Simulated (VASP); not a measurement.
## NaCl: single point with r2SCAN

The system is NaCl.

```
Na Cl
1.0
     0.00000    2.94283    2.94283
     2.94283    0.00000    2.94283
     2.94283    2.94283    0.00000
Na Cl
1 1
Cartesian
  0.0000 0.0000 0.0000
  2.9428 2.9428 2.9428
```

This cell differs from its parent crystal: strain +5.0%.

```
Program             : VASP 6.6.1
Task                : single point
Functional          : r2SCAN
Potentials or basis : VASP PAW PBE potentials, release 64 (Na_pv, Cl)
Cutoff              : 520 eV
k mesh              : 8 × 8 × 8
Occupations         : gaussian, width 0.01 eV
Spin                : no spin polarisation
```

| Item | Value |
| --- | --- |
| Pressure | -3.0 GPa |
| Band gap on the k mesh | 5.44 eV, direct |

Levels at points of the mesh, in eV from the valence-band top:
```csv
k point,band 4,band 5,band 6,band 7,band 8,band 9,band 10,band 11
"(0.00, 0.00, 0.00)",-12.96,0.00,0.00,0.00,5.44,11.61,11.61,11.61
"(0.50, 0.00, 0.00)",-12.73,-1.56,-0.21,-0.21,7.69,10.59,11.44,11.44
"(0.50, 0.50, 0.00)",-12.69,-1.37,-0.49,-0.49,8.07,8.67,11.28,14.76
```

Wall time 34 s on 1 thread of Intel(R) Xeon(R) 6975P-C (Granite Rapids) (shared host), peak memory 0.18 GiB.

Caveat: the cell differs from its parent crystal (strain +5.0%); the PAW data sets were made with another functional, which shifts forces and pressure a little. A k mesh can miss the band edges.
